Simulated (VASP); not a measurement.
Pd, 2 atoms in the cell. Symmetry: Fd-3m, No. 227, cubic system. Conventional cell: a = 5.761 Å, b = 5.761 Å, c = 5.761 Å, α = 90.00°, β = 90.00°, γ = 90.00°. Within 3.3 Å of Pd (site symmetry -43m) lie 4 Pd at 2.49 Å. This isn't the form of Pd at room conditions, which is fcc.

| Property | Result |
| --- | --- |
| Program | VASP 6.6.1 |
| Task | single point |
| Functional | LDA |
| Potentials or basis | VASP PAW LDA potentials, release 64 (Pd) |
| Cutoff | 520 eV |
| k mesh | 11 × 11 × 11 |
| Occupations | fermi-dirac, width 0.05 eV |
| Spin | collinear spin |
| Starting moments | [0.422, 0.422] μB |
| Dipole correction | no |
| Further INCAR settings | ALGO = Normal; EDIFF = 1e-07; NBANDS = 21 |

Potentials or basis: VASP PAW LDA potentials, release 64 (Pd).

Command:

```sh
$ cat potpaw_LDA.64/Pd/POTCAR > POTCAR
$ mpirun -np 1 vasp_std > vasp.out
```

Hardware: 1 thread of AMD EPYC 7R13, on a shared host.

**Question.** Estimate the wall time of this run.

**Answer.** Wall time 95 s on 1 thread of AMD EPYC 7R13, with other jobs on the host, peak memory 0.18 GiB. Counts: scf iterations 13, k points 56.
